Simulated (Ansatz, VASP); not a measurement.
# CO2: VASP beside Ansatz

```xyz
12
Lattice="5.8804 0.0000 0.0000 0.0000 5.8804 0.0000 0.0000 0.0000 6.6342" Properties=species:S:1:pos:R:3 pbc="T T T"
C     0.0000    0.0000    0.0000
C     2.9402    0.0000    3.3171
C     2.9402    2.9402    0.0000
C     0.0000    2.9402    3.3171
O     0.6556    0.6556    0.7396
O     2.2846    5.2248    4.0567
O     3.5958    2.2846    5.8946
O     5.2248    3.5958    2.5775
O     5.2248    5.2248    5.8946
O     3.5958    0.6556    2.5775
O     2.2846    3.5958    0.7396
O     0.6556    2.2846    4.0567
```

Alike in both runs: task single point; functional PBE; k mesh 4 × 4 × 4; occupations gaussian, width 0.05 eV; no spin polarisation.

|  | VASP | Ansatz |
| --- | --- | --- |
| version | VASP 6.6.1 | Ansatz 0.2.0 |
| potentials or method | VASP PAW PBE potentials, release 64 (C, O), cutoff 520 eV | scalar-relativistic, plane waves, PAW |
| valence electrons in the cell | 64 | 64 |

Ansatz gave:

```
gap on the k mesh at the Fermi level (eV)                     : 6.43
least direct gap on the mesh (eV)                             : 6.43
pressure (GPa)                                                : -3.4
traceless stress, the component that is largest in VASP (GPa) : -0.81
rms of the force components (eV/Å)                            : 0.737
```

Which values does VASP return?

gap on the k mesh at the Fermi level (eV): 6.42; least direct gap on the mesh (eV): 6.42; pressure (GPa): -2.4; traceless stress, the component that is largest in VASP (GPa): -0.61; rms of the force components (eV/Å): 0.470.

Atom by atom the forces differ by 0.267 eV/Å (rms over components).

Noted on VASP's run: the standard files for N, O and F lose accuracy on very short bonds.
